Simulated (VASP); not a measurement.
Write the native input for VASP 6.6.1 that does the following.

```yaml
Task: single point
Functional: PBE
Dispersion: D3(BJ)
Potentials_or_basis: VASP PAW PBE potentials, release 64 (O, H, C)
Cutoff: 520 eV
k_mesh: 1 × 1 × 1
Occupations: fermi-dirac, width 0.02 eV
Spin: no spin polarisation
Dipole_correction: no
Further_INCAR_settings: ALGO = Normal; EDIFF = 1e-06; NBANDS = 37
```

The structure of H8CO6 lies in POSCAR:

```
H8CO6
1.0
    5.7082670000      0.0000000000      0.0000000000
    0.0000000000      5.7082670000      0.0000000000
    0.0000000000      0.0000000000      5.7082670000
O H C
6 8 1
Direct
    0.0192352600      0.4923035310      0.9546855464
    0.7832324592      0.8572654363      1.1029266851
    0.4255407114      0.6672603086      0.7880500334
    0.9005535305      0.1683698397      0.5021313824
    0.3765591203      0.1075282568      0.3837767224
    0.5327711545      0.4775880315      0.2976560136
   -0.0842987898      0.4890275805      0.8145729693
   -0.0148731655      0.6276335707      1.0480238573
    0.7985611044      0.9387437553      0.9424927040
    0.6617770332      0.7441487933      1.0955514169
    0.3437470602      0.7329369842      0.6748282798
    0.2862339831      0.6396862656      0.8845942210
    0.8804423479      0.0244907955      0.4126471309
    0.9157595466      0.2835711784      0.3813766945
    0.4482446249      0.2886164925      0.3152795761
```

These files were run (other wordings do the same):

INCAR

```
SYSTEM = H8CO6
ALGO = Normal ; EDIFF = 1E-6
ENCUT = 520 ; GGA = PE
GGA_COMPAT = .False. ; ISIF = 2
ISMEAR = -1 ; IVDW = 12
LASPH = .True. ; LCHARG = .True.
LELF = .True. ; LREAL = .False.
LVHAR = .True. ; LWAVE = .False.
NBANDS = 37 ; NELM = 120
PREC = Accurate ; SIGMA = 0.02
```

KPOINTS

```
k-points
0
Gamma
  1 1 1
  0 0 0
```

Potentials or basis: VASP PAW PBE potentials, release 64 (O, H, C).

Run with:

```console
$ cat potpaw_PBE.64/O/POTCAR potpaw_PBE.64/H/POTCAR potpaw_PBE.64/C/POTCAR > POTCAR
$ mpirun -np 1 vasp_gam > vasp.out
```

It gave:

```yaml
Pressure: 2.2 GPa
Largest_force: 6.727 eV/Å
Band_gap_on_the_k_mesh: 4.17 eV
Dispersion_energy_per_atom: -0.035 eV
```

Caveat: the k points lie up to 1.10 Å⁻¹ apart.

It took 9.1 s on 1 thread of Intel(R) Xeon(R) 6975P-C (Granite Rapids), on a shared host, peak memory 0.25 GiB.
